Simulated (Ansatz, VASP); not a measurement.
**HfO2: VASP beside Ansatz**

Contents of INCAR:

```
  ALGO = Normal
  EDIFF = 1E-7
  ENCUT = 520
  GGA = PE
  ISIF = 2
  ISMEAR = 0
  LASPH = True
  LCHARG = False
  LREAL = False
  LWAVE = False
  NBANDS = 18
  NELM = 100
  PREC = Accurate
  SIGMA = 0.05
```

The input KPOINTS:

```
k-points
0
Gamma
  8 8 8
```

POSCAR

```
HfO2
1.0
    0.3208932858      2.7275929297      2.7275929297
    2.7275929297      0.3208932858      2.7275929297
    2.7275929297      2.7275929297      0.3208932858
Hf O
1 2
Direct
    0.0000000000      0.0000000000      0.0000000000
    0.2500000000      0.2500000000      0.2500000000
    0.7500000000      0.7500000000      0.7500000000
```

Input for Ansatz:

```yaml
crystal:
  lattice:
    - [0.3208932858, 2.7275929297, 2.7275929297]
    - [2.7275929297, 0.3208932858, 2.7275929297]
    - [2.7275929297, 2.7275929297, 0.3208932858]
  atoms:
    - { symbol: Hf, position: [0.0, 0.0, 0.0] }
    - { symbol: O, position: [0.25, 0.25, 0.25] }
    - { symbol: O, position: [0.75, 0.75, 0.75] }
basis:
  ecutwfc: 420
kpoints:
  mp_grid: { grid: [8, 8, 8] }
hamiltonian:
  xc: pbe
scf:
  occupations: { method: gaussian, width: 0.05 }
output:
  forces: true
  stress: true
  eigenvalues: true
```

Alike in both runs: task single point; functional PBE; k mesh 8 × 8 × 8; occupations gaussian, width 0.05 eV; no spin polarisation.

```csv
,VASP,Ansatz
version,VASP 6.6.1,Ansatz 0.2.0
potentials or method,"VASP PAW PBE potentials, release 64 (Hf_pv, O), cutoff 520 eV","scalar-relativistic, plane waves, PAW"
valence electrons in the cell,22,38
```

Ansatz gave:

```
gap on the k mesh at the Fermi level (eV)                     : 3.93
least direct gap on the mesh (eV)                             : 3.93
pressure (GPa)                                                : 5.2
traceless stress, the component that is largest in VASP (GPa) : -5.00
rms of the force components (eV/Å)                            : 0.222
```

Question: Which values does VASP return?

Answer: gap on the k mesh at the Fermi level (eV): 3.94; least direct gap on the mesh (eV): 3.94; pressure (GPa): 1.7; traceless stress, the component that is largest in VASP (GPa): -4.62; rms of the force components (eV/Å): 0.168.

Atom by atom the forces differ by 0.054 eV/Å (rms over components). VASP's potentials hold 22 valence electrons a cell and Ansatz's 38, so a difference there can come from the potentials and not from the codes.

Neither program's run includes spin-orbit coupling.
